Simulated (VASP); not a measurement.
# SiC (F-43m) in VASP: relaxation of cell and atoms with PBEsol

Aim: the relaxation of cell and atoms of SiC with PBEsol.

All numbers are computed with VASP 6.6.1; they aren't measurements. Logs are shortened: lines on timing, memory, paths and dates and some standing lists are left out, and cuts for length are marked.

## Step 1: The cell of the first run

It takes space group F-43m (No. 216, cubic). Conventional cell: a = 4.357 Å, b = 4.357 Å, c = 4.357 Å, α = 90.00°, β = 90.00°, γ = 90.00°. Within 2.5 Å of Si (site symmetry -43m) lie 4 C at 1.89 Å. Within 2.5 Å of C (site symmetry -43m) lie 4 Si at 1.89 Å.

## Step 2: Relaxation of cell and atoms, PBEsol, target pressure 15 GPa, at which the enthalpy is minimised

Contents of INCAR:

```
SYSTEM = SiC
ALGO = Normal ; EDIFF = 1E-7
EDIFFG = -0.002 ; ENCUT = 600
GGA = PS ; IBRION = 2
ISIF = 3 ; ISMEAR = 0
LASPH = .True. ; LCHARG = .False.
LREAL = .False. ; LWAVE = .False.
NELM = 80 ; NSW = 100
PREC = Accurate ; PSTRESS = 150.0
SIGMA = 0.01
```

Contents of KPOINTS:

```
k-points
0
Gamma
  10 10 10
  0 0 0
```

Contents of POSCAR:

```
SiC
1.0
    2.1784146558      2.1784146558      0.0000000000
   -2.1784146558      2.1784146558      0.0000000000
    0.0000000000      2.1784146558      2.1784146558
Si C
1 1
Direct
    0.0000000000      0.0000000000      0.0000000000
    0.7500000000      0.2500000000      0.5000000000
```

Potentials or basis: VASP PAW PBE potentials, release 64 (Si, C).

Started as:

```bash
$ cat potpaw_PBE.64/Si/POTCAR potpaw_PBE.64/C/POTCAR > POTCAR
$ mpirun -np 1 vasp_std > vasp.out
```

OUTCAR:

```text
SYSTEM = SiC
   EDIFF = 1E-7
   EDIFFG = -0.002
   ENCUT = 600
   GGA = PS
   IBRION = 2
   ISIF = 3
   ISMEAR = 0
   LASPH = .True.
   LREAL = .False.
   NELM = 80
   NSW = 100
   PREC = Accurate
   PSTRESS = 150.0

 ion  position               nearest neighbor table
   1  0.000  0.000  0.000-   2 1.89   2 1.89   2 1.89   2 1.89
   2  0.750  0.250  0.500-   1 1.89   1 1.89   1 1.89   1 1.89

  LATTYP: Found a face centered cubic cell.
 ALAT       =     4.3568293116

  Lattice vectors:

 A1 = (   0.0000000000,   2.1784146558,   2.1784146558)
 A2 = (   2.1784146558,   0.0000000000,   2.1784146558)
 A3 = (   2.1784146558,   2.1784146558,   0.0000000000)

Analysis of symmetry for initial positions (statically):
=====================================================================
 Subroutine PRICEL returns:
 Original cell was already a primitive cell.

 Routine SETGRP: Setting up the symmetry group for a
 face centered cubic supercell.

 Subroutine GETGRP returns: Found 24 space group operations
 (whereof 24 operations were pure point group operations)
 out of a pool of 48 trial point group operations.

The static configuration has the point symmetry T_d .

Analysis of symmetry for dynamics (positions and initial velocities):
=====================================================================
 Subroutine PRICEL returns:
 Original cell was already a primitive cell.

 Routine SETGRP: Setting up the symmetry group for a
 face centered cubic supercell.

 Subroutine GETGRP returns: Found 24 space group operations
 (whereof 24 operations were pure point group operations)
 out of a pool of 48 trial point group operations.

The dynamic configuration has the point symmetry T_d .

 Subroutine INISYM returns: Found 24 space group operations
 (whereof 24 operations are pure point group operations),
 and found     1 'primitive' translations

----------------------------------------------------------------------------------------

                                     Primitive cell

  volume of cell :      20.6753

  direct lattice vectors                    reciprocal lattice vectors
     2.178414656  2.178414656  0.000000000     0.229524714  0.229524714 -0.229524714
    -2.178414656  2.178414656  0.000000000    -0.229524714  0.229524714 -0.229524714
     0.000000000  2.178414656  2.178414656     0.000000000  0.000000000  0.459049427

  length of vectors
     3.080743551  3.080743551  3.080743551     0.397548466  0.397548466  0.459049427

  position of ions in fractional coordinates (direct lattice)
     0.000000000  0.000000000  0.000000000
     0.750000000  0.250000000  0.500000000

  ion indices of the primitive-cell ions
   primitive index   ion index
                 1           1
                 2           2

----------------------------------------------------------------------------------------

 KPOINTS: k-points

Automatic generation of k-mesh.
 Grid dimensions read from file:
 generate k-points for:   10   10   10

 Generating k-lattice:

  Cartesian coordinates                     Fractional coordinates (reciprocal lattice)
     0.022952471  0.022952471 -0.022952471     0.100000000  0.000000000  0.000000000
    -0.022952471  0.022952471 -0.022952471     0.000000000  0.100000000  0.000000000
     0.000000000  0.000000000  0.045904943     0.000000000  0.000000000  0.100000000

  Length of vectors
     0.039754847  0.039754847  0.045904943

  Shift w.r.t. Gamma in fractional coordinates (k-lattice)
     0.000000000  0.000000000  0.000000000

 Subroutine IBZKPT returns following result:
 ===========================================

 Found     47 irreducible k-points:

 Following reciprocal coordinates:
            Coordinates               Weight
  0.000000  0.000000  0.000000      1.000000
  0.100000  0.000000  0.000000      8.000000
  0.200000  0.000000  0.000000      8.000000
  0.300000  0.000000  0.000000      8.000000
  0.400000  0.000000  0.000000      8.000000
  0.500000  0.000000  0.000000      4.000000
[... 16 lines left out ...]
  0.300000  0.300000  0.000000     12.000000
  0.400000  0.300000  0.000000     24.000000
 [... further k-points ...]
   k-points           NKPTS =     47   k-points in BZ     NKDIM =     47   number of bands    NBANDS=      8
   number of dos      NEDOS =    301   number of ions     NIONS =      2
   total plane-waves  NPLWV =  21952
   dimension x,y,z NGX =    28 NGY =   28 NGZ =   28
   dimension x,y,z NGXF=    56 NGYF=   56 NGZF=   56
   ions per type =               1   1
   NGX,Y,Z   is equivalent  to a cutoff of  15.11, 15.11, 15.11 a.u.
   NGXF,Y,Z  is equivalent  to a cutoff of  30.22, 30.22, 30.22 a.u.
 SYSTEM =  SiC
   PREC   = accura    normal or accurate (medium, high low for compatibility)
   ISTART =      0    job   : 0-new  1-cont  2-samecut
   ICHARG =      2    charge: 1-file 2-atom 10-const
   ISPIN  =      1    spin polarized calculation?
   LNONCOLLINEAR =      F non collinear calculations
   LSORBIT =      F    spin-orbit coupling
   LASPH  =      T    aspherical Exc in radial PAW
   ENCUT  =  600.0 eV  44.10 Ry    6.64 a.u.   6.15  6.15  6.15*2*pi/ulx,y,z
   NELM   =     80;   NELMIN=  2; NELMDL= -5     # of ELM steps
   EDIFF  = 0.1E-06   stopping-criterion for ELM
   LREAL  =      F    real-space projection
   EDIFFG = -.2E-02   stopping-criterion for IOM
   NSW    =    100    number of steps for IOM
   IBRION =      2    ionic relax: 0-MD 1-quasi-New 2-CG
   NFREE  =      1    steps in history (QN), initial steepest desc. (CG)
   ISIF   =      3    stress and relaxation
   ISYM   =      2    0-nonsym 1-usesym 2-fastsym
   POTIM  = 0.5000    time-step for ionic-motion
   TEBEG  =    0.0;   TEEND  =   0.0 temperature during run
   PSTRESS=  150.0 pullay stress
   NELECT =       8.0000    total number of electrons
   NUPDOWN=      -1.0000    fix difference up-down
   EMIN   =  10.00;   EMAX   =-10.00  energy-range for DOS
   EFERMI =   0.00;   METHOD = LEGACY
   ISMEAR =     0;   SIGMA  =   0.01  broadening in eV -4-tet -1-fermi 0-gaus
   EFERMI_NEDOS =   21; number of points for ismear=-14 and -15
   IALGO  =     38    algorithm
   IMIX   =      4    mixing-type and parameters
     AMIX     =   0.40;   BMIX     =  1.00
     AMIX_MAG =   1.60;   BMIX_MAG =  1.00
  volume/ion in A,a.u.               =      10.34        69.76
  Fermi-wavevector in a.u.,A,eV,Ry     =   1.192946  2.254342 19.362739  1.423121
  Thomas-Fermi vector in A             =   2.328973
   LORBIT       =      0    0 simple, 1 ext, 2 COOP (PROOUT), +10 PAW based schemes
   GGA     = PS    functional components
   LHFCALC =     F    Hartree Fock is set to
   AEXX    =    0.0000 exact exchange contribution
   IVDW    =     0    specifies the selected vdW correction
   LEPSILON=     F    determine dielectric tensor
   LRPA    =     F    only Hartree local field effects (RPA)
 conjugate gradient relaxation of ions
 non-spin polarized calculation
 Gauss-broadening in eV      SIGMA  =   0.01
  energy-cutoff  :      600.00
  volume of cell :       20.68
 maximum number of plane-waves:       701
 NGX is ok and might be reduce to    28
   NGX = 13   NGY = 13   NGZ = 13

--------------------------------------- Ionic step        1  -------------------------------------------

 number of electron       8.0000000 magnetization

 Free energy of the ion-electron system (eV)
  ---------------------------------------------------
  ext. energy  EPLUGINS =         0.00000000
  ---------------------------------------------------
  free energy    TOTEN  =       -15.91608809 eV

  energy without entropy =      -15.91608809  energy(sigma->0) =      -15.91608809

------------------------ aborting loop because EDIFF is reached ----------------------------------------

  FORCE on cell =-STRESS in cart. coord.  units (eV):
  Direction    XX          YY          ZZ          XY          YZ          ZX
  --------------------------------------------------------------------------------------
  -------------------------------------------------------------------------------------
  Total        0.0282157      0.0282157      0.0282157      0.0000000      0.0000000      0.0000000
  in kB        2.1864997      2.1864997      2.1864997      0.0000000      0.0000000      0.0000000
  external PRESSURE =    -147.8135003 kB  Pullay stress =     150.0000000 kB
[... 99 lines left out ...]
  enthalpy is  TOTEN    =       -14.0380728804 eV   P V=        1.8261318660

--------------------------------------- Ionic step        4  -------------------------------------------

 number of electron       8.0000000 magnetization

 Free energy of the ion-electron system (eV)
  ---------------------------------------------------
  ext. energy  EPLUGINS =         0.00000000
  ---------------------------------------------------
  free energy    TOTEN  =       -15.86208214 eV

  energy without entropy =      -15.86208214  energy(sigma->0) =      -15.86208214

 E-fermi :   8.8105     XC(G=0): -11.7661

 val. band max:        8.7462995588   @ k =   0.0000   0.0000   0.0000
 cond. band min:       9.9235921131   @ k =   0.5000   0.5000   0.0000
 fundamental gap:      1.1772925543
 Fermi energy:         8.8104766852

 k-point     1 :       0.0000    0.0000    0.0000
  band No.  band energies     occupation
      1      -7.1595      2.00000
      2       8.7463      2.00000
      3       8.7463      2.00000
      4       8.7463      2.00000
      5      15.6378      0.00000
      6      16.4175      0.00000
      7      16.4175      0.00000
      8      16.4175      0.00000
[... 243 lines left out ...]
 k-point    24 :       0.4000    0.3000    0.0000
  band No.  band energies     occupation
      1      -2.1179      2.00000
      2       1.1601      2.00000
      3       3.2383      2.00000
      4       6.3466      2.00000
      5      12.3361      0.00000
      6      17.7654      0.00000
      7      20.0142      0.00000
      8      20.7777      0.00000

 [... further k-points ...]

------------------------ aborting loop because EDIFF is reached ----------------------------------------

  FORCE on cell =-STRESS in cart. coord.  units (eV):
  Direction    XX          YY          ZZ          XY          YZ          ZX
  --------------------------------------------------------------------------------------
  -------------------------------------------------------------------------------------
  Total        1.8229650      1.8229650      1.8229650     -0.0000000      0.0000000     -0.0000000
  in kB      149.9161819    149.9161819    149.9161819     -0.0000000      0.0000000     -0.0000000
  external PRESSURE =      -0.0838181 kB  Pullay stress =     150.0000000 kB
[... 17 lines left out ...]
  FREE ENERGIE OF THE ION-ELECTRON SYSTEM (eV)
  ---------------------------------------------------
  free  energy   TOTEN  =       -15.8620821376 eV

  energy  without entropy=      -15.8620821376  energy(sigma->0) =      -15.86208214

  enthalpy is  TOTEN    =       -14.0380978796 eV   P V=        1.8239842580

 reached required accuracy - stopping structural energy minimisation
```

It took 46 s on 1 thread of Intel Xeon Platinum 8259CL at 2.50GHz (Skylake/Cascade Lake), shared host; peak memory 0.15 GiB.

Results:

| Property | Result |
| --- | --- |
| Free energy | -15.8621 eV |
| Relaxed volume | 9.74 Å³/atom |
| Relaxed cell | a = 3.020 Å, b = 3.020 Å, c = 3.020 Å, α = 60.00°, β = 60.00°, γ = 90.00° |
| Space group after relaxing (to 0.1 Å) | F-43m (No. 216) |
| Energy change on relaxing (the run minimises the enthalpy) | +27.0 meV/atom |
| Ionic steps | 4 |
| Pressure after relaxing | 15.0 GPa |
| Band gap on the k mesh | 1.18 eV (least direct gap 4.50 eV) |

Step by step:
| step | energy change (eV) | largest force (eV/Å) | pressure (GPa) | volume (Å³) |
| --- | --- | --- | --- | --- |
| 1 | 0.0000 | 0.0000 | 0.22 | 20.68 |
| 2 | 0.3153 | 0.0000 | 41.28 | 17.95 |
| 3 | 0.0519 | 0.0000 | 14.67 | 19.51 |
| 4 | 0.0540 | 0.0000 | 14.99 | 19.48 |

Final structure:
```yaml
crystal:
  lattice:
    - [2.13568, 2.13568, 0.00000]
    - [-2.13568, 2.13568, 0.00000]
    - [0.00000, 2.13568, 2.13568]
  atoms:
    - { symbol: Si, position: [0.00000, 0.00000, 0.00000] }
    - { symbol: C, position: [0.75000, 0.25000, 0.50000] }
```

Caveat: the cell is relaxed towards a set pressure, so the run minimises the enthalpy, not the energy; the PAW data sets were made with another functional, which shifts forces and pressure a little.
